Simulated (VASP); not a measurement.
Input of a VASP 6.6.1 run:

File INCAR:

```
  AGGAC = 1.0
  AGGAX = 1.0
  ALDAC = 0.0
  ALDAX = 1.0
  ALGO = Normal
  EDIFF = 1E-7
  EDIFFG = -0.02
  ENCUT = 600
  GGA = B5
  IBRION = 2
  ISIF = 3
  ISMEAR = -1
  IVDW = 13
  LASPH = True
  LCHARG = False
  LREAL = False
  LWAVE = False
  NELM = 60
  NSW = 80
  PREC = Accurate
  SIGMA = 0.05
  VDW_A1 = 0.44488865
  VDW_A2 = 4.0933009
  VDW_S6 = 1.0
  VDW_S8 = 2.34076671
```

File KPOINTS:

```
k-points
0
Gamma
  10 10 9
```

POSCAR

```
WC
1.0
    2.9065000000      0.0000000000      0.0000000000
   -1.4532500000      2.5171028361      0.0000000000
    0.0000000000      0.0000000000      2.8366000000
W C
1 1
Direct
    0.0000000000      0.0000000000      0.0000000000
    0.6666666667      0.3333333333      0.5000000000
```

Potentials or basis: VASP PAW PBE potentials, release 64 (W_sv, C).

Launch:

```sh
$ cat potpaw_PBE.64/W_sv/POTCAR potpaw_PBE.64/C/POTCAR > POTCAR
$ mpirun -np 1 vasp_std > vasp.out
```

Q: Predict the dispersion energy per atom.

A: -0.918 eV.

Q: Estimate the band gap on the k mesh.

A: Zero (band 9 reaches 11.97 eV, above the bottom of band 10 at 10.80 eV).

Q: What does it give for the space group after relaxing (to 0.05 Å)?

A: P-6m2 (No. 187).

Final structure:
```xyz
2
Lattice="2.9255 0.0000 0.0000 -1.4627 2.5336 0.0000 0.0000 0.0000 2.8490" Properties=species:S:1:pos:R:3 pbc="T T T"
W     0.0000    0.0000    0.0000
C     1.4627    0.8445    1.4245
```

Caveat: spin-orbit coupling is left out, which moves the levels of the heavy elements. Zero-point motion and thermal expansion aren't in these numbers.
